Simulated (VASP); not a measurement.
# TiAl3 (Immm) in VASP: further runs

TiAl3 is run at these levels: PBE; tasks: single point.

Program: VASP 6.6.1. These are calculated values, not measurements. Logs are shortened: lines on timing, memory, paths and dates and some standing lists are left out, and cuts for length are marked.

## Step 1: The cell of the first run

Symmetry: Immm, No. 71, orthorhombic system. Conventional cell: a = 3.422 Å, b = 3.704 Å, c = 8.622 Å, α = 90.00°, β = 90.00°, γ = 90.00°. Within 3.5 Å of Ti (site symmetry mmm) lie 12 Al at 2.52 to 2.84 Å and 2 Ti at 3.42 Å. Al (site symmetry mmm) has 4 Ti at 2.52 Å and 10 Al at 2.75 to 3.42 Å within 3.5 Å. Al (site symmetry mm2) has 10 Al at 2.52 to 3.42 Å and 4 Ti at 2.75 to 2.84 Å within 3.5 Å.

## Step 2: Single point, PBE (normal strain along x -0.1100, normal strain along y -0.0367)

INCAR reads:

```
SYSTEM = TiAl3
ALGO     = Fast           ! electronic algorithm
EDIFF    = 1E-6           ! SCF threshold, eV
ENCUT    = 520            ! plane-wave cutoff, eV
GGA      = PE             ! functional
ISIF     = 2              ! what is computed and relaxed
ISMEAR   = 0              ! smearing method
LASPH    = .True.         ! aspherical terms in the spheres
LCHARG   = .True.         ! write CHGCAR
LELF     = .True.         ! ELF
LREAL    = .False.        ! projectors in reciprocal space
LVHAR    = .True.       
LWAVE    = .False.        ! write WAVECAR
NBANDS   = 18             ! bands
NELM     = 100            ! most SCF steps
PREC     = Accurate       ! precision mode
SIGMA    = 0.15           ! smearing width, eV
```

KPOINTS reads:

```
k-points
0
Gamma
  14 14 14
  0 0 0
```

POSCAR reads:

```
TiAl3
1.0
   -1.7110952925      1.8520203317      4.3111351100
    1.7110952925     -1.8520203317      4.3111351100
    1.7110952925      1.8520203317     -4.3111351100
Ti Al
1 3
Direct
    0.0000000000      0.0000000000      0.0000000000
    0.5000000000      0.5000000000      0.0000000000
    0.7500000000      0.2500000000      0.5000000000
    0.2500000000      0.7500000000      0.5000000000
```

Potentials or basis: VASP PAW PBE potentials, release 64 (Ti_sv, Al).

Started as:

```console
cat potpaw_PBE.64/Ti_sv/POTCAR potpaw_PBE.64/Al/POTCAR > POTCAR
mpirun -np 1 vasp_std > vasp.out
```

OUTCAR:

```text
SYSTEM = TiAl3
   EDIFF = 1E-6
   ENCUT = 520
   GGA = PE
   ISIF = 2
   ISMEAR = 0
   LASPH = .True.
   LREAL = .False.
   NELM = 100
   PREC = Accurate

 ion  position               nearest neighbor table
   1  0.000  0.000  0.000-   2 2.52   2 2.52   2 2.52   2 2.52   4 2.75   3 2.75   3 2.75   4 2.75
                             3 2.84   3 2.84   4 2.84   4 2.84
   2  0.500  0.500  0.000-   1 2.52   1 2.52   1 2.52   1 2.52   3 2.75   4 2.75   4 2.75   3 2.75
                             3 2.84   4 2.84   3 2.84   4 2.84
   3  0.750  0.250  0.500-   4 2.52   4 2.52   4 2.52   4 2.52   1 2.75   2 2.75   2 2.75   1 2.75
                             1 2.84   2 2.84   1 2.84   2 2.84
   4  0.250  0.750  0.500-   3 2.52   3 2.52   3 2.52   3 2.52   2 2.75   1 2.75   1 2.75   2 2.75
                             1 2.84   1 2.84   2 2.84   2 2.84

  LATTYP: Found a body centered orthorhombic cell.
 ALAT       =     3.4221905850
 B/A-ratio  =     1.0823595505
 C/A-ratio  =     2.5195178368

  Lattice vectors:

 A1 = (  -1.7110952925,   1.8520203317,   4.3111351100)
 A2 = (   1.7110952925,  -1.8520203317,   4.3111351100)
 A3 = (   1.7110952925,   1.8520203317,  -4.3111351100)

Analysis of symmetry for initial positions (statically):
=====================================================================
 Subroutine PRICEL returns:
 Original cell was already a primitive cell.

 Routine SETGRP: Setting up the symmetry group for a
 body centered orthorhombic supercell.

 Subroutine GETGRP returns: Found  8 space group operations
 (whereof  8 operations were pure point group operations)
 out of a pool of  8 trial point group operations.

The static configuration has the point symmetry D_2h.

Analysis of symmetry for dynamics (positions and initial velocities):
=====================================================================
 Subroutine PRICEL returns:
 Original cell was already a primitive cell.

 Routine SETGRP: Setting up the symmetry group for a
 body centered orthorhombic supercell.

 Subroutine GETGRP returns: Found  8 space group operations
 (whereof  8 operations were pure point group operations)
 out of a pool of  8 trial point group operations.

The dynamic configuration has the point symmetry D_2h.

 Subroutine INISYM returns: Found  8 space group operations
 (whereof  8 operations are pure point group operations),
 and found     1 'primitive' translations

----------------------------------------------------------------------------------------

                                     Primitive cell

  volume of cell :      54.6477

  direct lattice vectors                    reciprocal lattice vectors
    -1.711095293  1.852020332  4.311135110     0.000000000  0.269975438  0.115978736
     1.711095293 -1.852020332  4.311135110     0.292210494  0.000000000  0.115978736
     1.711095293  1.852020332 -4.311135110     0.292210494  0.269975438  0.000000000

  length of vectors
     4.994368063  4.994368063  4.994368063     0.293832953  0.314385177  0.397836285

  position of ions in fractional coordinates (direct lattice)
     0.000000000  0.000000000  0.000000000
     0.500000000  0.500000000  0.000000000
     0.750000000  0.250000000  0.500000000
     0.250000000  0.750000000  0.500000000

  ion indices of the primitive-cell ions
   primitive index   ion index
                 1           1
                 2           2
                 3           3
                 4           4

----------------------------------------------------------------------------------------

 KPOINTS: k-points

Automatic generation of k-mesh.
 Grid dimensions read from file:
 generate k-points for:   14   14   14

 Generating k-lattice:

  Cartesian coordinates                     Fractional coordinates (reciprocal lattice)
     0.000000000  0.019283960  0.008284195     0.071428571 -0.000000000  0.000000000
     0.020872178  0.000000000  0.008284195    -0.000000000  0.071428571  0.000000000
     0.020872178  0.019283960  0.000000000     0.000000000  0.000000000  0.071428571

  Length of vectors
     0.020988068  0.022456084  0.028416877

  Shift w.r.t. Gamma in fractional coordinates (k-lattice)
     0.000000000  0.000000000  0.000000000

 Subroutine IBZKPT returns following result:
 ===========================================

 Found    428 irreducible k-points:

 Following reciprocal coordinates:
            Coordinates               Weight
  0.000000  0.000000  0.000000      1.000000
  0.071429  0.000000 -0.000000      4.000000
  0.142857  0.000000 -0.000000      4.000000
  0.214286  0.000000 -0.000000      4.000000
  0.285714  0.000000  0.000000      4.000000
  0.357143  0.000000 -0.000000      4.000000
[... 16 lines left out ...]
  0.000000  0.142857 -0.000000      4.000000
  0.071429  0.142857 -0.000000      8.000000
 [... further k-points ...]
   k-points           NKPTS =    428   k-points in BZ     NKDIM =    428   number of bands    NBANDS=     18
   number of dos      NEDOS =    301   number of ions     NIONS =      4
   total plane-waves  NPLWV =  64000
   dimension x,y,z NGX =    40 NGY =   40 NGZ =   40
   dimension x,y,z NGXF=    80 NGYF=   80 NGZF=   80
   ions per type =               1   3
   NGX,Y,Z   is equivalent  to a cutoff of  13.31, 13.31, 13.31 a.u.
   NGXF,Y,Z  is equivalent  to a cutoff of  26.63, 26.63, 26.63 a.u.
 SYSTEM =  TiAl3
   PREC   = accura    normal or accurate (medium, high low for compatibility)
   ISTART =      0    job   : 0-new  1-cont  2-samecut
   ICHARG =      2    charge: 1-file 2-atom 10-const
   ISPIN  =      1    spin polarized calculation?
   LNONCOLLINEAR =      F non collinear calculations
   LSORBIT =      F    spin-orbit coupling
   LASPH  =      T    aspherical Exc in radial PAW
   ENCUT  =  520.0 eV  38.22 Ry    6.18 a.u.   9.29  9.29  9.29*2*pi/ulx,y,z
   NELM   =    100;   NELMIN=  2; NELMDL= -5     # of ELM steps
   EDIFF  = 0.1E-05   stopping-criterion for ELM
   LREAL  =      F    real-space projection
   EDIFFG = 0.1E-04   stopping-criterion for IOM
   NSW    =      0    number of steps for IOM
   IBRION =     -1    ionic relax: 0-MD 1-quasi-New 2-CG
   NFREE  =      0    steps in history (QN), initial steepest desc. (CG)
   ISIF   =      2    stress and relaxation
   ISYM   =      2    0-nonsym 1-usesym 2-fastsym
   POTIM  = 0.5000    time-step for ionic-motion
   TEBEG  =    0.0;   TEEND  =   0.0 temperature during run
   PSTRESS=    0.0 pullay stress
   NELECT =      21.0000    total number of electrons
   NUPDOWN=      -1.0000    fix difference up-down
   EMIN   =  10.00;   EMAX   =-10.00  energy-range for DOS
   EFERMI =   0.00;   METHOD = LEGACY
   ISMEAR =     0;   SIGMA  =   0.15  broadening in eV -4-tet -1-fermi 0-gaus
   EFERMI_NEDOS =   21; number of points for ismear=-14 and -15
   IALGO  =     68    algorithm
   IMIX   =      4    mixing-type and parameters
     AMIX     =   0.40;   BMIX     =  1.00
     AMIX_MAG =   1.60;   BMIX_MAG =  1.00
  volume/ion in A,a.u.               =      13.66        92.20
  Fermi-wavevector in a.u.,A,eV,Ry     =   1.190211  2.249173 19.274053  1.416603
  Thomas-Fermi vector in A             =   2.326301
   LORBIT       =      0    0 simple, 1 ext, 2 COOP (PROOUT), +10 PAW based schemes
   GGA     = PE    functional components
   LHFCALC =     F    Hartree Fock is set to
   AEXX    =    0.0000 exact exchange contribution
   IVDW    =     0    specifies the selected vdW correction
   LEPSILON=     F    determine dielectric tensor
   LRPA    =     F    only Hartree local field effects (RPA)
 non-spin polarized calculation
 RMM-DIIS sequential band-by-band and
 Gauss-broadening in eV      SIGMA  =   0.15
  energy-cutoff  :      520.00
  volume of cell :       54.65
 maximum number of plane-waves:      1493
 NGX is ok and might be reduce to    40
   NGX = 19   NGY = 19   NGZ = 19

 number of electron      21.0000002 magnetization

 Free energy of the ion-electron system (eV)
  ---------------------------------------------------
  ext. energy  EPLUGINS =         0.00000000
  ---------------------------------------------------
  free energy    TOTEN  =       -19.87648620 eV

  energy without entropy =      -19.86240890  energy(sigma->0) =      -19.86944755

 E-fermi :   9.8768     XC(G=0): -11.3460

 val. band max:        9.8736172292   @ k =   0.5000  -0.3571   0.2857
 cond. band min:       9.8804217159   @ k =   0.2143  -0.2143   0.1429
 fundamental gap:      0.0068044867
 Fermi energy:         9.8767815296

 k-point     1 :       0.0000    0.0000    0.0000
  band No.  band energies     occupation
      1     -46.1810      2.00000
      2     -22.5679      2.00000
      3     -22.4908      2.00000
      4     -22.4722      2.00000
      5      -1.0705      2.00000
      6       6.1737      2.00000
[... 10 lines left out ...]
     17      13.9762      0.00000
     18      14.4575      0.00000

 k-point     2 :       0.0714    0.0000   -0.0000
  band No.  band energies     occupation
      1     -46.1808      2.00000
      2     -22.5702      2.00000
      3     -22.4906      2.00000
      4     -22.4721      2.00000
      5      -1.0027      2.00000
      6       5.8604      2.00000
[... 10 lines left out ...]
     17      14.1744      0.00000
     18      14.5092      0.00000

 k-point     3 :       0.1429    0.0000   -0.0000
  band No.  band energies     occupation
      1     -46.1805      2.00000
      2     -22.5768      2.00000
      3     -22.4903      2.00000
      4     -22.4718      2.00000
      5      -0.8003      2.00000
      6       5.4874      2.00000
[... 10 lines left out ...]
     17      14.7348      0.00000
     18      14.9328      0.00000

 k-point     4 :       0.2143    0.0000   -0.0000
  band No.  band energies     occupation
      1     -46.1800      2.00000
      2     -22.5864      2.00000
      3     -22.4899      2.00000
      4     -22.4714      2.00000
      5      -0.4672      2.00000
      6       5.0748      2.00000
[... 375 lines left out ...]
      4     -22.4769      2.00000
      5      -0.9458      2.00000
      6       6.2852      2.00000
[... 10 lines left out ...]
     17      14.1625      0.00000
     18      15.2305      0.00000

 k-point    23 :       0.0000    0.1429   -0.0000
  band No.  band energies     occupation
      1     -46.1797      2.00000
      2     -22.5664      2.00000
      3     -22.4904      2.00000
      4     -22.4892      2.00000
      5      -0.7614      2.00000
      6       5.5845      2.00000
[... 10 lines left out ...]
     17      14.0708      0.00000
     18      16.4785      0.00000

 k-point    24 :       0.0714    0.1429   -0.0000
  band No.  band energies     occupation
      1     -46.1796      2.00000
      2     -22.5688      2.00000
      3     -22.4903      2.00000
      4     -22.4892      2.00000
      5      -0.6543      2.00000
      6       5.2131      2.00000
[... 10 lines left out ...]
     17      14.5590      0.00000
     18      16.4897      0.00000

 [... further k-points ...]
[... 5 lines left out ...]
  --------------------------------------------------------------------------------------
  -------------------------------------------------------------------------------------
  Total       11.1243555      9.1713272      3.2128702      0.0000000      0.0000000      0.0000000
  in kB      326.1473605    268.8878611     94.1959409      0.0000000      0.0000000      0.0000000
  external PRESSURE =     229.7437208 kB  Pullay stress =       0.0000000 kB

 VOLUME and BASIS-vectors are now :
 -----------------------------------------------------------------------------
  energy-cutoff  :      520.00
  volume of cell :       54.65
      direct lattice vectors                 reciprocal lattice vectors
    -1.711095293  1.852020332  4.311135110     0.000000000  0.269975438  0.115978736
     1.711095293 -1.852020332  4.311135110     0.292210494  0.000000000  0.115978736
     1.711095293  1.852020332 -4.311135110     0.292210494  0.269975438  0.000000000

 POSITION                                       TOTAL-FORCE (eV/Angst)
 -----------------------------------------------------------------------------------
      0.00000      0.00000      0.00000        -0.000000      0.000000      0.000000
      0.00000      0.00000      4.31114        -0.000000      0.000000      0.000000
     -0.00000      1.85202      2.15557        -0.000000     -0.000000      0.039595
      1.71110      0.00000      2.15557         0.000000      0.000000     -0.039595
 -----------------------------------------------------------------------------------
    total drift:                               -0.000000     -0.000000      0.000000

  FREE ENERGIE OF THE ION-ELECTRON SYSTEM (eV)
  ---------------------------------------------------
  free  energy   TOTEN  =       -19.8764862041 eV

  energy  without entropy=      -19.8624088961  energy(sigma->0) =      -19.86944755
```

Wall time 29 min (1 thread of Intel Xeon 6975P-C (Granite Rapids), shared host); peak memory 0.54 GiB.

Results:

```
Free energy            : -19.8765 eV
Pressure               : 23.0 GPa
Largest force          : 0.040 eV/Å
Band gap on the k mesh : zero (an odd number of electrons rules out a gap without spin polarisation)
```

Forces on the atoms (eV/Å):
```
Ti   0.000  0.000  0.000
Al   0.000  0.000  0.000
Al   0.000  0.000  0.040
Al   0.000  0.000 -0.040
```

Stress tensor (GPa, compression positive):
```
32.61  0.00  0.00
 0.00 26.89  0.00
 0.00  0.00  9.42
```

Levels at points of the mesh, in eV from the Fermi level:
| k point | band 7 | band 8 | band 9 | band 10 | band 11 | band 12 | band 13 | band 14 |
| --- | --- | --- | --- | --- | --- | --- | --- | --- |
| (0.00, 0.00, 0.00) | -3.49 | -1.70 | -1.64 | -0.51 | 1.08 | 1.76 | 1.85 | 3.25 |
| (0.50, 0.00, 0.00) | -4.17 | -3.57 | -0.66 | -0.52 | 0.96 | 1.92 | 3.10 | 3.34 |
| (0.00, 0.50, 0.00) | -4.09 | -3.08 | -1.36 | -0.71 | 0.53 | 2.10 | 2.75 | 2.99 |
| (0.50, 0.50, 0.00) | -4.55 | -4.26 | -2.64 | -2.56 | -1.38 | 1.99 | 2.40 | 2.68 |
| (0.50, 0.50, 0.50) | -2.10 | -1.24 | -0.46 | 0.40 | 0.55 | 1.05 | 1.17 | 2.92 |

Caveat: the cell differs from its parent crystal (normal strain along x -0.1100, normal strain along y -0.0367); the cell stands under pressure.

## Step 3: Single point, PBE (normal strain along x -0.1100, normal strain along y +0.0000)

INCAR reads:

```
  PREC = Accurate
  ENCUT = 520
  EDIFF = 1E-6
  ISMEAR = 0
  SIGMA = 0.15
  LREAL = F
  LASPH = T
  NELM = 100
  ALGO = Fast
  ISIF = 2
  LWAVE = F
  LCHARG = F
  GGA = PE
  NBANDS = 18
```

KPOINTS reads:

```
Automatic mesh
0
Gamma
  14 14 14
```

POSCAR reads:

```
TiAl3
1.0
   -1.7110952925      1.9225789803      4.3111351100
    1.7110952925     -1.9225789803      4.3111351100
    1.7110952925      1.9225789803     -4.3111351100
Ti Al
1 3
Direct
    0.0000000000      0.0000000000      0.0000000000
    0.5000000000      0.5000000000      0.0000000000
    0.7500000000      0.2500000000      0.5000000000
    0.2500000000      0.7500000000      0.5000000000
```

Potentials or basis: VASP PAW PBE potentials, release 64 (Ti_sv, Al).

Started as:

```console
cat potpaw_PBE.64/Ti_sv/POTCAR potpaw_PBE.64/Al/POTCAR > POTCAR
mpirun -np 1 vasp_std > vasp.out
```

Run time: 34 min. Hardware: 1 thread of Intel Xeon 6975P-C (Granite Rapids), shared host; peak memory 0.56 GiB.

The run converged. Its results:

```yaml
Free_energy: -20.1488 eV
Pressure: 16.0 GPa
Largest_force: 0.062 eV/Å
Band_gap_on_the_k_mesh: zero (an odd number of electrons rules out a gap without spin polarisation)
```

Forces on the atoms (eV/Å):
```
Ti   0.000  0.000  0.000
Al   0.000  0.000  0.000
Al   0.000  0.000  0.062
Al   0.000  0.000 -0.062
```

Stress tensor (GPa, compression positive):
```
24.50  0.00  0.00
 0.00 15.19  0.00
 0.00  0.00  8.18
```

Levels at points of the mesh, in eV from the Fermi level:
```
           k point  band 9  band 10  band 11  band 12  band 13  band 14
(0.00, 0.00, 0.00)   -1.59    -0.33     1.04     1.24     1.46     3.33
(0.50, 0.00, 0.00)   -0.56    -0.37     0.95     1.56     2.99     3.43
(0.00, 0.50, 0.00)   -1.56    -0.66     0.38     1.70     2.65     2.88
(0.50, 0.50, 0.00)   -2.69    -2.50    -1.31     1.66     2.43     2.63
(0.50, 0.50, 0.50)   -0.40     0.42     0.60     1.09     1.14     2.85
```

Caveat: the cell differs from its parent crystal (normal strain along x -0.1100, normal strain along y +0.0000); the cell stands under pressure.
